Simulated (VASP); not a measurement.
A run of VASP 6.6.1 is set up as follows.

Contents of INCAR:

```
PREC = Accurate
ENCUT = 520
EDIFF = 1E-7
ISMEAR = 0
SIGMA = 0.05
LREAL = Auto
LASPH = True
NELM = 60
ALGO = Normal
ISIF = 2
LWAVE = False
LCHARG = False
LDIPOL = True
IDIPOL = 3
DIPOL = 0.5 0.5 0.290
GGA = PE
NBANDS = 68
```

The input KPOINTS:

```
Automatic mesh
0
Gamma
  5 5 1
```

Contents of POSCAR:

```
HC12
1.0
    5.0509324483      0.0000000000      0.0000000000
    0.0000000000      5.0509324483      0.0000000000
    0.0000000000      0.0000000000     22.3754933530
C H
24 2
Direct
    0.0000000000      0.2500000000      0.1787670080
    0.0000000000      0.7500000000      0.1787670080
    0.5000000000      0.2500000000      0.1787670080
    0.5000000000      0.7500000000      0.1787670080
    0.0000000000      0.0000000000      0.2186716990
    0.0000000000      0.5000000000      0.2186716990
    0.5000000000      0.0000000000      0.2186716990
    0.5000000000      0.5000000000      0.2186716990
    0.2500000000      0.0000000000      0.2585763899
    0.2500000000      0.5000000000      0.2585763899
    0.7500000000      0.0000000000      0.2585763899
    0.7500000000      0.5000000000      0.2585763899
    0.2500000000      0.2500000000      0.2976014419
    0.2500000000      0.7500000000      0.2976014419
    0.7500000000      0.2500000000      0.2976014419
    0.7500000000      0.7500000000      0.2976014419
    0.0000000000      0.2500000000      0.3394883053
    0.0000000000      0.7500000000      0.3394883053
    0.5000000000      0.2500000000      0.3394883053
    0.5000000000      0.7500000000      0.3394883053
    0.0000000000      0.0000000000      0.3743154719
    0.0000000000      0.5000000000      0.3743154719
    0.5000000000      0.0000000000      0.3743154719
    0.5000000000      0.5000000000      0.3743154719
    0.9090266986      0.3750000000      0.4373308422
    1.0909733014      0.3750000000      0.4373308422
```

Potentials or basis: VASP PAW PBE potentials, release 64 (C, H).

The run is started by

```console
$ cat potpaw_PBE.64/C/POTCAR potpaw_PBE.64/H/POTCAR > POTCAR
$ mpirun -np 1 vasp_std > vasp.out
```

(1) What does it give for the largest force?

(2) Predict the band gap on the k mesh.

Results:

(1) 2.625 eV/Å.

(2) zero (bands 49 and 50 overlap by 0.21 eV).
